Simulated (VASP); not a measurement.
# HfGa15As16 (a cell with a defect) in VASP: single point with PBE

Aim: the single point of HfGa15As16 (a cell with a defect) with PBE.

Everything below comes from runs of VASP 6.6.1. Logs are shortened: lines on timing, memory, paths and dates and some standing lists are left out, and cuts for length are marked.

## 1. The cell of the first run

The cell holds a defect, 32 atoms: a = 9.952 Å, b = 9.952 Å, c = 9.952 Å, α = 109.47°, β = 109.47°, γ = 109.47°.

## 2. Single point, PBE

The input, INCAR:

```
SYSTEM = HfGa15As16
PREC = Accurate ; ENCUT = 400
EDIFF = 1E-6 ; ISMEAR = 0
SIGMA = 0.05 ; LREAL = Auto
LASPH = .True. ; NELM = 120
ALGO = Normal ; ISIF = 2
LWAVE = .False. ; LCHARG = .False.
GGA = PE ; NBANDS = 164
GGA_COMPAT = .False.
```

The input, KPOINTS:

```
Automatic mesh
0
Gamma
  3 3 3
  0 0 0
```

The input, POSCAR:

```
HfGa15As16
1.0
   -5.7459815546     -5.7459815546      5.7459815546
    5.7459815546      5.7459815546      5.7459815546
   -5.7459815546      5.7459815546     -5.7459815546
Hf Ga As
1 15 16
Direct
    0.2500000000      0.5000000000      0.2500000000
    0.5022256740      0.5000000000     -0.0028853515
    0.2500000000      0.7522256740     -0.0028853515
    0.7500000000      0.5000000000      0.7500000000
    0.5028853515      0.7528853515      0.7551110255
    0.2500000000      0.0000000000      0.7500000000
   -0.0028853515      0.5000000000      0.5022256740
    0.7551110255      0.7528853515      0.5028853515
    0.5028853515      0.0051110255      0.5028853515
    0.2500000000      0.2471146485      0.5022256740
   -0.0028853515      0.7522256740      0.2500000000
    0.7500000000      0.0000000000      0.2500000000
    0.5022256740      0.2471146485      0.2500000000
   -0.0022256740     -0.0051110255     -0.0022256740
    0.7448889745      0.2477743260     -0.0022256740
   -0.0022256740      0.2477743260      0.7448889745
   -0.0100125059      0.2399874941     -0.0100125059
    0.2500000000      0.2490915890      0.7512998449
   -0.0009084110      0.5000000000      0.7512998449
    0.5009084110      0.2522082560      0.5009084110
    0.2500000000      0.5000000000      0.5100125059
    0.0022082560      0.7509084110      0.5009084110
    0.7512998449      0.2490915890      0.2500000000
    0.5100125059      0.5000000000      0.2500000000
    0.2500000000      0.7600125059      0.2500000000
   -0.0009084110      0.0012998449      0.2500000000
    0.7512998449      0.5000000000     -0.0009084110
    0.5009084110      0.7509084110      0.0022082560
    0.2500000000      0.0012998449     -0.0009084110
    0.7487001551      0.7477917440      0.7487001551
    0.4977917440     -0.0012998449      0.7487001551
    0.7487001551     -0.0012998449      0.4977917440
```

Potentials or basis: VASP PAW PBE potentials, release 64 (Hf_pv, Ga_d, As).

On the command line:

```console
$ cat potpaw_PBE.64/Hf_pv/POTCAR potpaw_PBE.64/Ga_d/POTCAR potpaw_PBE.64/As/POTCAR > POTCAR
$ mpirun -np 1 vasp_std > vasp.out
```

OUTCAR:

```text
SYSTEM = HfGa15As16
   PREC = Accurate
   ENCUT = 400
   EDIFF = 1E-6
   ISMEAR = 0
   LREAL = Auto
   LASPH = .True.
   NELM = 120
   ISIF = 2
   GGA = PE

 ion  position               nearest neighbor table
   1  0.250  0.500  0.250-  17 2.59  21 2.59  24 2.59  25 2.59
   2  0.502  0.500  0.997-  27 2.47  28 2.49  18 2.49  24 2.49
   3  0.250  0.752  0.997-  29 2.47  28 2.49  19 2.49  25 2.49
   4  0.750  0.500  0.750-  30 2.47  20 2.47  27 2.47  19 2.47
   5  0.503  0.753  0.755-  28 2.47  30 2.49  31 2.49  21 2.49
   6  0.250  0.000  0.750-  31 2.47  22 2.47  29 2.47  18 2.47
[... 24 lines left out ...]
  31  0.498  0.999  0.749-  15 2.47   6 2.47   9 2.49   5 2.49
  32  0.749  0.999  0.498-  16 2.47  12 2.47   8 2.49   9 2.49

  LATTYP: Found a body centered cubic cell.
 ALAT       =    11.4919631092

  Lattice vectors:

 A1 = (  -5.7459815546,  -5.7459815546,   5.7459815546)
 A2 = (   5.7459815546,   5.7459815546,   5.7459815546)
 A3 = (  -5.7459815546,   5.7459815546,  -5.7459815546)

Analysis of symmetry for initial positions (statically):
=====================================================================
 Subroutine PRICEL returns:
 Original cell was already a primitive cell.

 Routine SETGRP: Setting up the symmetry group for a
 body centered cubic supercell.

 Subroutine GETGRP returns: Found 24 space group operations
 (whereof  2 operations were pure point group operations)
 out of a pool of 48 trial point group operations.

The static configuration has the point symmetry C_1h.
 The point group associated with its full space group is T_d .

Analysis of symmetry for dynamics (positions and initial velocities):
=====================================================================
 Subroutine PRICEL returns:
 Original cell was already a primitive cell.

 Routine SETGRP: Setting up the symmetry group for a
 body centered cubic supercell.

 Subroutine GETGRP returns: Found 24 space group operations
 (whereof  2 operations were pure point group operations)
 out of a pool of 48 trial point group operations.

The dynamic configuration has the point symmetry C_1h.
 The point group associated with its full space group is T_d .

 Subroutine INISYM returns: Found 24 space group operations
 (whereof  2 operations are pure point group operations),
 and found     1 'primitive' translations

----------------------------------------------------------------------------------------

                                     Primitive cell

  volume of cell :     758.8443

  direct lattice vectors                    reciprocal lattice vectors
    -5.745981555 -5.745981555  5.745981555    -0.087017335  0.000000000  0.087017335
     5.745981555  5.745981555  5.745981555     0.000000000  0.087017335  0.087017335
    -5.745981555  5.745981555 -5.745981555    -0.087017335  0.087017335  0.000000000

  length of vectors
     9.952331992  9.952331992  9.952331992     0.123061095  0.123061095  0.123061095

  position of ions in fractional coordinates (direct lattice)
     0.250000000  0.500000000  0.250000000
     0.502225674  0.500000000  0.997114649
     0.250000000  0.752225674  0.997114649
     0.750000000  0.500000000  0.750000000
     0.502885351  0.752885351  0.755111025
     0.250000000  0.000000000  0.750000000
[... 24 lines left out ...]
     0.497791744  0.998700155  0.748700155
     0.748700155  0.998700155  0.497791744

  ion indices of the primitive-cell ions
   primitive index   ion index
                 1           1
                 2           2
                 3           3
                 4           4
                 5           5
                 6           6
[... 24 lines left out ...]
                31          31
                32          32

----------------------------------------------------------------------------------------

 KPOINTS: Automatic mesh

Automatic generation of k-mesh.
 Grid dimensions read from file:
 generate k-points for:    3    3    3

 Generating k-lattice:

  Cartesian coordinates                     Fractional coordinates (reciprocal lattice)
    -0.029005778  0.000000000  0.029005778     0.333333333  0.000000000  0.000000000
     0.000000000  0.029005778  0.029005778     0.000000000  0.333333333  0.000000000
    -0.029005778  0.029005778  0.000000000     0.000000000  0.000000000  0.333333333

  Length of vectors
     0.041020365  0.041020365  0.041020365

  Shift w.r.t. Gamma in fractional coordinates (k-lattice)
     0.000000000  0.000000000  0.000000000

 Subroutine IBZKPT returns following result:
 ===========================================

 Found      4 irreducible k-points:

 Following reciprocal coordinates:
            Coordinates               Weight
  0.000000  0.000000  0.000000      1.000000
  0.333333  0.000000  0.000000     12.000000
  0.333333  0.333333  0.000000      8.000000
 -0.333333  0.333333  0.333333      6.000000
   k-points           NKPTS =      4   k-points in BZ     NKDIM =      4   number of bands    NBANDS=    164
   number of dos      NEDOS =    301   number of ions     NIONS =     32
   total plane-waves  NPLWV = 343000
   dimension x,y,z NGX =    70 NGY =   70 NGZ =   70
   dimension x,y,z NGXF=   140 NGYF=  140 NGZF=  140
   ions per type =               1  15  16
   NGX,Y,Z   is equivalent  to a cutoff of  11.69, 11.69, 11.69 a.u.
   NGXF,Y,Z  is equivalent  to a cutoff of  23.39, 23.39, 23.39 a.u.
 SYSTEM =  HfGa15As16
   PREC   = accura    normal or accurate (medium, high low for compatibility)
   ISTART =      0    job   : 0-new  1-cont  2-samecut
   ICHARG =      2    charge: 1-file 2-atom 10-const
   ISPIN  =      1    spin polarized calculation?
   LNONCOLLINEAR =      F non collinear calculations
   LSORBIT =      F    spin-orbit coupling
   LASPH  =      T    aspherical Exc in radial PAW
   ENCUT  =  400.0 eV  29.40 Ry    5.42 a.u.  16.23 16.23 16.23*2*pi/ulx,y,z
   NELM   =    120;   NELMIN=  2; NELMDL= -5     # of ELM steps
   EDIFF  = 0.1E-05   stopping-criterion for ELM
   LREAL  =      T    real-space projection
   EDIFFG = 0.1E-04   stopping-criterion for IOM
   NSW    =      0    number of steps for IOM
   IBRION =     -1    ionic relax: 0-MD 1-quasi-New 2-CG
   NFREE  =      0    steps in history (QN), initial steepest desc. (CG)
   ISIF   =      2    stress and relaxation
   ISYM   =      2    0-nonsym 1-usesym 2-fastsym
   POTIM  = 0.5000    time-step for ionic-motion
   TEBEG  =    0.0;   TEEND  =   0.0 temperature during run
   PSTRESS=    0.0 pullay stress
   NELECT =     285.0000    total number of electrons
   NUPDOWN=      -1.0000    fix difference up-down
   EMIN   =  10.00;   EMAX   =-10.00  energy-range for DOS
   EFERMI =   0.00;   METHOD = LEGACY
   ISMEAR =     0;   SIGMA  =   0.05  broadening in eV -4-tet -1-fermi 0-gaus
   EFERMI_NEDOS =   21; number of points for ismear=-14 and -15
   IALGO  =     38    algorithm
   IMIX   =      4    mixing-type and parameters
     AMIX     =   0.40;   BMIX     =  1.00
     AMIX_MAG =   1.60;   BMIX_MAG =  1.00
  volume/ion in A,a.u.               =      23.71       160.03
  Fermi-wavevector in a.u.,A,eV,Ry     =   1.181151  2.232052 18.981741  1.395119
  Thomas-Fermi vector in A             =   2.317430
   LORBIT       =      0    0 simple, 1 ext, 2 COOP (PROOUT), +10 PAW based schemes
   GGA     = PE    functional components
   LHFCALC =     F    Hartree Fock is set to
   AEXX    =    0.0000 exact exchange contribution
   IVDW    =     0    specifies the selected vdW correction
   LEPSILON=     F    determine dielectric tensor
   LRPA    =     F    only Hartree local field effects (RPA)
 non-spin polarized calculation
 Gauss-broadening in eV      SIGMA  =   0.05
  energy-cutoff  :      400.00
  volume of cell :      758.84
 maximum number of plane-waves:     13811
 NGX is ok and might be reduce to    70
   NGX = 33   NGY = 33   NGZ = 33

 number of electron     284.9999996 magnetization

 Free energy of the ion-electron system (eV)
  ---------------------------------------------------
  ext. energy  EPLUGINS =         0.00000000
  ---------------------------------------------------
  free energy    TOTEN  =      -138.27617251 eV

  energy without entropy =     -138.25101066  energy(sigma->0) =     -138.26359159

 E-fermi :   4.6346     XC(G=0):  -9.4191

 val. band max:        4.6306964416   @ k =   0.3333   0.0000   0.0000
 cond. band min:       4.6453291711   @ k =   0.3333   0.3333   0.0000
 fundamental gap:      0.0146327296
 Fermi energy:         4.6346475581

 k-point     1 :       0.0000    0.0000    0.0000
  band No.  band energies     occupation
      1     -27.4189      2.00000
      2     -27.4189      2.00000
      3     -27.4189      2.00000
      4     -11.2919      2.00000
      5     -11.2919      2.00000
      6     -11.2919      2.00000
[... 146 lines left out ...]
    153       5.8903      0.00000
    154       5.8903      0.00000

 k-point     2 :       0.3333    0.0000    0.0000
  band No.  band energies     occupation
      1     -27.4189      2.00000
      2     -27.4189      2.00000
      3     -27.4189      2.00000
      4     -11.2876      2.00000
      5     -11.2866      2.00000
      6     -11.2853      2.00000
[... 146 lines left out ...]
    153       5.9203      0.00000
    154       6.0031      0.00000

 k-point     3 :       0.3333    0.3333    0.0000
  band No.  band energies     occupation
      1     -27.4189      2.00000
      2     -27.4189      2.00000
      3     -27.4189      2.00000
      4     -11.2814      2.00000
      5     -11.2814      2.00000
      6     -11.2814      2.00000
[... 146 lines left out ...]
    153       5.7292      0.00000
    154       5.8446      0.00000

 k-point     4 :      -0.3333    0.3333    0.3333
  band No.  band energies     occupation
      1     -27.4189      2.00000
      2     -27.4189      2.00000
      3     -27.4189      2.00000
      4     -11.2850      2.00000
      5     -11.2850      2.00000
      6     -11.2808      2.00000
[... 146 lines left out ...]
    153       6.1681      0.00000
    154       6.1825      0.00000
 [bands above 154 left out]

------------------------ aborting loop because EDIFF is reached ----------------------------------------

  FORCE on cell =-STRESS in cart. coord.  units (eV):
  Direction    XX          YY          ZZ          XY          YZ          ZX
  --------------------------------------------------------------------------------------
  -------------------------------------------------------------------------------------
  Total        5.3562367      5.3562367      5.3562367     -0.0000000      0.0000000      0.0000000
  in kB       11.3088299     11.3088299     11.3088299     -0.0000000      0.0000000      0.0000000
  external PRESSURE =      11.3088299 kB  Pullay stress =       0.0000000 kB

 VOLUME and BASIS-vectors are now :
 -----------------------------------------------------------------------------
  energy-cutoff  :      400.00
  volume of cell :      758.84
      direct lattice vectors                 reciprocal lattice vectors
    -5.745981555 -5.745981555  5.745981555    -0.087017335  0.000000000  0.087017335
     5.745981555  5.745981555  5.745981555     0.000000000  0.087017335  0.087017335
    -5.745981555  5.745981555 -5.745981555    -0.087017335  0.087017335  0.000000000

 POSITION                                       TOTAL-FORCE (eV/Angst)
 -----------------------------------------------------------------------------------
      0.00000      2.87299      2.87299        -0.000000      0.000000     -0.000000
     -5.74219      5.71661      0.02937         0.000432     -0.000721      0.000721
     -2.84362      8.61518      0.02937         0.000721     -0.000432      0.000721
     -5.74598      2.87299      2.87299        -0.000000     -0.000000     -0.000000
     -2.90236      5.77535      2.87678        -0.000721      0.000721      0.000432
     -5.74598      2.87299     -2.87299        -0.000000      0.000000     -0.000000
[... 24 lines left out ...]
     -1.42381      7.18023      4.29680         0.002187      0.002381     -0.002187
     -1.42381      4.29680      7.18023         0.002187     -0.002187      0.002381
 -----------------------------------------------------------------------------------
    total drift:                                0.000001     -0.000001     -0.000013

  FREE ENERGIE OF THE ION-ELECTRON SYSTEM (eV)
  ---------------------------------------------------
  free  energy   TOTEN  =      -138.2761725083 eV

  energy  without entropy=     -138.2510106634  energy(sigma->0) =     -138.26359159
```

It took 32 min on 1 thread of Intel Xeon 8259CL, shared host; peak memory 0.82 GiB.

Results:

```
Free energy            : -138.2762 eV
Pressure               : 1.1 GPa
Largest force          : 0.020 eV/Å
Band gap on the k mesh : zero (an odd number of electrons rules out a gap without spin polarisation)
```

Forces on the atoms (eV/Å):
```
Hf   0.000  0.000  0.000
Ga   0.000 -0.001  0.001
Ga   0.001  0.000  0.001
Ga   0.000  0.000  0.000
Ga  -0.001  0.001  0.000
Ga   0.000  0.000  0.000
Ga   0.000  0.001 -0.001
Ga  -0.001  0.000  0.001
Ga   0.000  0.001  0.001
Ga  -0.001  0.000 -0.001
Ga   0.001  0.001  0.000
Ga   0.000  0.000  0.000
Ga  -0.001 -0.001  0.000
Ga   0.000 -0.001 -0.001
Ga   0.001  0.000 -0.001
Ga   0.001 -0.001  0.000
As  -0.012  0.012  0.012
As  -0.002 -0.002 -0.002
As   0.002  0.002 -0.002
As  -0.002  0.002  0.002
As   0.012 -0.012  0.012
As  -0.002  0.002  0.002
As  -0.002 -0.002 -0.002
As   0.012  0.012 -0.012
As  -0.012 -0.012 -0.012
As   0.002  0.002 -0.002
As   0.002 -0.002  0.002
As  -0.002  0.002  0.002
As   0.002 -0.002  0.002
As  -0.002 -0.002 -0.002
As   0.002  0.002 -0.002
As   0.002 -0.002  0.002
```

Caveat: spin-orbit coupling is left out, which moves the levels of the heavy elements.
